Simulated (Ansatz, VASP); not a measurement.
# One calculation of Ti, two programs

Contents of POSCAR:

```
Ti
1.0
    0.0000000000      2.0551516146      2.0757031307
    2.0551516146      0.0000000000      2.0757031307
    2.0551516146      2.0551516146      0.0000000000
Ti
1
Direct
    0.0000000000      0.0000000000      0.0000000000
```

INCAR.step1

```
PREC = Accurate
ENCUT = 520
ISMEAR = 0
SIGMA = 0.15
LREAL = F
LASPH = T
NELM = 60
NBANDS = 12
GGA = PE
ALGO = Normal
EDIFF = 1E-4
LWAVE = T
LCHARG = F
```

Contents of INCAR.step2:

```
PREC = Accurate
ENCUT = 520
EDIFF = 1E-7
ISMEAR = 0
SIGMA = 0.15
LREAL = F
LASPH = T
NELM = 60
ALGO = Normal
ISIF = 2
LWAVE = F
LCHARG = F
METAGGA = R2SCAN
LMIXTAU = T
NBANDS = 12
ISTART = 1
```

KPOINTS

```
Automatic mesh
0
Gamma
  26 26 26
```

Input for Ansatz:

```yaml
crystal:
  lattice:
    - [0.0, 2.0551516146, 2.0757031307]
    - [2.0551516146, 0.0, 2.0757031307]
    - [2.0551516146, 2.0551516146, 0.0]
  atoms:
    - { symbol: Ti, position: [0.0, 0.0, 0.0] }
basis:
  ecutwfc: 500
kpoints:
  mp_grid: { grid: [26, 26, 26] }
hamiltonian:
  xc: r2scan
scf:
  occupations: { method: gaussian, width: 0.15 }
output:
  forces: true
  stress: true
  eigenvalues: true
```

Change from the starting cell: strain +0.0100 x Voigt [0, 0, 1, 0, 0, 0], atoms carried along.

Alike in both runs: task single point; functional r2SCAN; k mesh 26 × 26 × 26; occupations gaussian, width 0.15 eV; no spin polarisation.

```csv
,VASP,Ansatz
version,VASP 6.6.1,Ansatz 0.2.0
potentials or method,"VASP PAW PBE potentials, release 64 (Ti_sv), cutoff 520 eV","scalar-relativistic, plane waves, PAW"
valence electrons in the cell,12,12
```

|  | VASP | Ansatz | Ansatz less VASP |
| --- | --- | --- | --- |
| gap on the k mesh at the Fermi level (eV) | none | none | - |
| pressure (GPa) | -0.7 | -1.1 | -0.39 |
| traceless stress, the component that is largest in VASP (GPa) | -0.23 | -0.23 | +0.001 |

VASP's potentials were made for PBE, not for r2SCAN. A gap of «none» marks a metal or a gap that the smearing closes. With one functional, cell and mesh, what is left measures potentials, basis and numerics.
